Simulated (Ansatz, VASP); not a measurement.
# Be3ZnO in VASP and in Ansatz

```
Be Zn O
1.0
     3.77331    0.00000    0.00000
    -1.88665    3.26778    0.00000
     0.00000    0.00000    4.17083
Be Zn O
3 1 1
Direct
  0.00000 0.00000 0.26963
  0.00000 0.00000 0.73037
  0.33333 0.66667 0.50000
  0.66667 0.33333 0.50000
  0.33333 0.66667 0.00000
```

Alike in both runs: task relaxation of cell and atoms; functional PBE; k mesh 12 × 12 × 10; occupations gaussian, width 0.1 eV; no spin polarisation.

```csv
,VASP,Ansatz
version,VASP 6.6.1,Ansatz 0.2.0
potentials or method,"VASP PAW PBE potentials, release 64 (Be, Zn, O), cutoff 600 eV","scalar-relativistic, plane waves, PAW"
valence electrons in the cell,24,24
```

VASP gave:

```
gap on the k mesh at the Fermi level, each at its own relaxed structure (eV) : none
relaxed volume (Å³/atom)                                                     : 10.29
relaxed cell length with the largest relative difference (Å)                 : 3.778
```

Question: Which values does Ansatz return?

Answer: gap on the k mesh at the Fermi level, each at its own relaxed structure (eV): none; relaxed volume (Å³/atom): 10.28; relaxed cell length with the largest relative difference (Å): 3.775.

A gap of «none» marks a metal or a gap that the smearing closes.
